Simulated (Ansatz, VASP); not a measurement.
## V: VASP beside Ansatz

```
V
1.0
     2.59550    0.00000    0.00000
    -0.86517    2.44706    0.00000
     0.00000    0.00000   25.59607
V
6
Cartesian
  0.8652 1.2235 7.6274
  0.0000 0.0000 9.6243
  0.8652 1.2235 11.7455
  0.0000 0.0000 13.8506
  0.8652 1.2235 15.9718
  0.0000 0.0000 17.9687
```

Alike in both runs: functional PBE; k mesh 14 × 14 × 1; occupations gaussian, width 0.1 eV; no spin polarisation.

Ansatz relaxed the structure, and its values are those at the end. VASP's run is a single point on that final structure, the one shown.

|  | VASP | Ansatz |
| --- | --- | --- |
| version | VASP 6.6.1 | Ansatz 0.2.0 |
| potentials or method | VASP PAW PBE potentials, release 64 (V_sv), cutoff 520 eV | scalar-relativistic, plane waves, PAW |
| valence electrons in the cell | 78 | 78 |

VASP gave:

```
gap on the k mesh at the Fermi level (eV) : none
rms of the force components (eV/Å)        : 0.007
```

Estimate Ansatz's values.

gap on the k mesh at the Fermi level (eV): none; rms of the force components (eV/Å): 0.000.

A gap of «none» marks a metal or a gap that the smearing closes. With one functional, cell and mesh, what is left measures potentials, basis and numerics. Ansatz's warnings: xc potential rough in thin density.
